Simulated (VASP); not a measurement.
**Na: single point with MS2**

The system is Na.

```
Na
1.0
     3.76700    0.00000    0.00000
    -1.88350    3.26232    0.00000
     0.00000    0.00000    6.15400
Na
2
Direct
  0.66667 0.33333 0.75000
  0.33333 0.66667 0.25000
```

This isn't the form of Na at room conditions, which is bcc.

```json
{"Program": "VASP 6.6.1", "Task": "single point", "Functional": "MS2", "Potentials or basis": "VASP PAW PBE potentials, release 64 (Na_pv)", "Cutoff": "500 eV", "k mesh": "10 × 10 × 6", "Occupations": "methfessel-paxton, width 0.1 eV", "Spin": "no spin polarisation"}
```

```
Pressure               : -0.4 GPa
Band gap on the k mesh : zero (bands 7 and 8 overlap by 3.72 eV)
```

Stress tensor (GPa, compression positive):
```
-0.21  0.00  0.00
 0.00 -0.21  0.00
 0.00  0.00 -0.64
```

Levels at points of the mesh, in eV from the Fermi level:
```csv
k point,band 4,band 5,band 6,band 7,band 8,band 9,band 10,band 11
"(0.00, 0.00, 0.00)",-25.45,-25.45,-25.45,-3.20,0.61,1.01,9.94,9.94
"(0.50, 0.00, 0.00)",-25.46,-25.46,-25.45,0.30,0.42,3.88,3.92,4.40
"(0.00, 0.00, 0.50)",-25.45,-25.45,-25.45,-2.18,-2.18,5.54,5.54,10.50
"(0.50, 0.00, 0.50)",-25.46,-25.46,-25.46,1.11,1.11,1.59,1.59,7.65
```

Wall time 3.5 min on 1 thread of Intel(R) Xeon(R) 6975P-C (Granite Rapids) (shared host), peak memory 0.2 GiB.

Caveat: the PAW data sets were made with another functional, which shifts forces and pressure a little.
